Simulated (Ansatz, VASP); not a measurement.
# CoO in VASP and in Ansatz

INCAR

```
PREC = Accurate ; ENCUT = 600
EDIFF = 1E-7 ; ISMEAR = -1
SIGMA = 0.05 ; LREAL = F
LASPH = T ; NELM = 150
ALGO = Normal ; ISIF = 3
LWAVE = F ; LCHARG = F
ISPIN = 2 ; MAGMOM = 2 0
LORBIT = 11 ; LMAXMIX = 4
GGA = PS ; IBRION = 2
NSW = 60 ; EDIFFG = -0.01
```

KPOINTS

```
regular mesh
0
Gamma
  11 11 11
```

POSCAR

```
CoO
1.0
    0.0000000000      2.1315000000      2.1315000000
    2.1315000000      0.0000000000      2.1315000000
    2.1315000000      2.1315000000      0.0000000000
Co O
1 1
Direct
    0.0000000000      0.0000000000      0.0000000000
    0.5000000000      0.5000000000      0.5000000000
```

Contents of input.yaml:

```yaml
crystal:
  lattice:
    - [0.0, 2.1315, 2.1315]
    - [2.1315, 0.0, 2.1315]
    - [2.1315, 2.1315, 0.0]
  atoms:
    - { symbol: Co, position: [0.0, 0.0, 0.0], spin: 2.0 }
    - { symbol: O, position: [0.5, 0.5, 0.5] }
hamiltonian:
  xc: pbesol
  pseudopotentials: { kind: paw }
magnetization:
  spin_polarized: true
kpoints:
  mp_grid: { grid: [11, 11, 11] }
scf:
  occupations: { method: fermi_dirac, width: 0.05 }
output:
  forces: true
  stress: true
relax:
  f_tol: 0.01
  max_steps: 40
  cell: { stress_tol: 0.05 }
```

Alike in both runs: task relaxation of cell and atoms; functional PBEsol; k mesh 11 × 11 × 11; occupations fermi-dirac, width 0.05 eV; collinear spin.

|  | VASP | Ansatz |
| --- | --- | --- |
| version | VASP 6.6.1 | Ansatz 0.2.0 |
| potentials or method | VASP PAW PBE potentials, release 64 (Co, O) | Ansatz PAW |
| plane-wave cutoff (eV) | 600 | 420 |
| valence electrons in the cell | 15 | 23 |

|  | VASP | Ansatz | Ansatz less VASP |
| --- | --- | --- | --- |
| net moment per atom (μB) | 1.37 | 1.40 | +0.027 |
| size of the moment on the site where the two differ most (μB) | 2.43 | 2.38 | -0.049 |
| relaxed volume (Å³/atom) | 9.03 | 9.08 | +0.050 |
| relaxed cell length with the largest relative difference (Å) | 2.945 | 2.950 | +0.0054 |

VASP's potentials were made for PBE, not for PBEsol. Site moments also hang on the region over which each program counts them. VASP's potentials hold 15 valence electrons a cell and Ansatz's 23, so a difference there can come from the potentials and not from the codes.

Noted on Ansatz's run: the plane-wave basis is chosen anew once the cell has moved, so the energies of steps on either side of that aren't comparable.
